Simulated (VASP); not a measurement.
A run of VASP 6.6.1 is set up as follows.

File POSCAR:

```
Sr2Rh
1.0
    0.0000000000      3.6264512080      3.6264512080
    3.6264512080      0.0000000000      3.6264512080
    3.6264512080      3.6264512080      0.0000000000
Sr Rh
2 1
Direct
    0.7500000000      0.7500000000      0.7500000000
    0.2500000000      0.2500000000      0.2500000000
    0.0000000000      0.0000000000      0.0000000000
```

INCAR.step1

```
PREC = Accurate ; ENCUT = 520
ISMEAR = -1 ; SIGMA = 0.1
LREAL = F ; LASPH = T
NELM = 60 ; NBANDS = 24
GGA = PE ; ALGO = Normal
EDIFF = 1E-4 ; LWAVE = T
LCHARG = F
```

The input INCAR.step2:

```
PREC = Accurate ; ENCUT = 520
EDIFF = 1E-6 ; ISMEAR = -1
SIGMA = 0.1 ; LREAL = F
LASPH = T ; NELM = 60
ALGO = Normal ; ISIF = 2
LWAVE = F ; LCHARG = F
METAGGA = R2SCAN ; LMIXTAU = T
NBANDS = 24 ; ISTART = 1
```

KPOINTS

```
regular mesh
0
Gamma
  7 7 7
```

Potentials or basis: VASP PAW PBE potentials, release 64 (Sr_sv, Rh_pv).

Run with:

```bash
$ cat potpaw_PBE.64/Sr_sv/POTCAR potpaw_PBE.64/Rh_pv/POTCAR > POTCAR
$ cp INCAR.step1 INCAR
$ mpirun -np 1 vasp_std > vasp.out
$ cp INCAR.step2 INCAR
$ mpirun -np 1 vasp_std > vasp.out
```

Problem. What does it give for the pressure?

Solution. 0.6 GPa.

Caveat: the PAW data sets were made with another functional, which shifts forces and pressure a little.
